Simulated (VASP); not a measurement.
A run of VASP 6.6.1:

INCAR

```
SYSTEM = NaI
PREC = Accurate
ENCUT = 520
EDIFF = 1E-6
ISMEAR = 0
SIGMA = 0.01
LREAL = .False.
LASPH = .True.
NELM = 80
ALGO = Normal
ISIF = 2
LWAVE = .False.
LCHARG = .False.
GGA = PE
NBANDS = 14
```

KPOINTS

```
Automatic mesh
0
Gamma
  6 6 6
  0 0 0
```

POSCAR

```
NaI
1.0
    0.0000000000      3.2293906932      3.2293906932
    3.2293906932      0.0000000000      3.2293906932
    3.2293906932      3.2293906932      0.0000000000
Na I
1 1
Direct
    0.0000000000      0.0000000000      0.0000000000
    0.5000000000      0.5000000000      0.5000000000
```

Potentials or basis: VASP PAW PBE potentials, release 64 (Na_pv, I).

Command:

```sh
$ cat potpaw_PBE.64/Na_pv/POTCAR potpaw_PBE.64/I/POTCAR > POTCAR
$ mpirun -np 1 vasp_std > vasp.out
```

Hardware: 1 thread of Intel Xeon 8259CL (shared host).

Task: Estimate the wall time of this run.

Result: Wall time 20 s on 1 thread of Intel Xeon 8259CL (shared host), peak memory 0.2 GiB. Counts: scf iterations 11, k points 16.
